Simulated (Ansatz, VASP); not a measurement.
Zn in VASP and in Ansatz

File INCAR:

```
SYSTEM = Zn
  PREC = Accurate
  ENCUT = 600
  EDIFF = 1E-6
  ISMEAR = -1
  SIGMA = 0.1
  LREAL = .False.
  LASPH = .True.
  NELM = 100
  ALGO = Normal
  ISIF = 3
  LWAVE = .False.
  LCHARG = .False.
  IBRION = 2
  NSW = 80
  EDIFFG = -0.01
```

KPOINTS

```
Automatic mesh
0
Gamma
  14 14 14
  0 0 0
```

File POSCAR:

```
Zn
1.0
    0.0000000000      1.9665497572      1.9665497572
    1.9665497572      0.0000000000      1.9665497572
    1.9665497572      1.9665497572      0.0000000000
Zn
1
Direct
    0.0000000000      0.0000000000      0.0000000000
```

Input for Ansatz:

```yaml
crystal:
  lattice:
    - [0.0, 1.9665497572, 1.9665497572]
    - [1.9665497572, 0.0, 1.9665497572]
    - [1.9665497572, 1.9665497572, 0.0]
  atoms:
    - { symbol: Zn, position: [0.0, 0.0, 0.0] }
hamiltonian:
  xc: lda
  pseudopotentials:
    kind: paw
    azcp:
      Zn: "pseudopotentials/Zn.paw.azcp"
basis:
  ecutwfc: 420
  fft_grid_basis: typed
kpoints:
  mp_grid: { grid: [14, 14, 14], shift: [0, 0, 0] }
magnetization:
  spin_polarized: false
scf:
  occupations: { method: fermi_dirac, width: 0.1 }
relax:
  max_steps: 60
  f_tol: 0.01
  cell: {}
```

Alike in both runs: task relaxation of cell and atoms; functional LDA; k mesh 14 × 14 × 14; occupations fermi-dirac, width 0.1 eV; no spin polarisation.

|  | VASP | Ansatz |
| --- | --- | --- |
| version | VASP 6.6.1 | Ansatz 0.2.0 |
| potentials or method | VASP PAW LDA potentials, release 64 (Zn), cutoff 600 eV | plane waves (420 eV) with PAW, scalar-relativistic |
| valence electrons in the cell | 12 | 12 |

```tsv
	VASP	Ansatz	Ansatz less VASP
relaxed volume (Å³/atom)	13.66	13.56	-0.094
relaxed cell length with the largest relative difference (Å)	2.683	2.677	-0.0062
```

Ansatz warns that its potentials were made for another functional, while VASP's fit it. LDA's correlation is that of Perdew and Zunger in VASP and of Perdew and Wang (1992) in Ansatz.
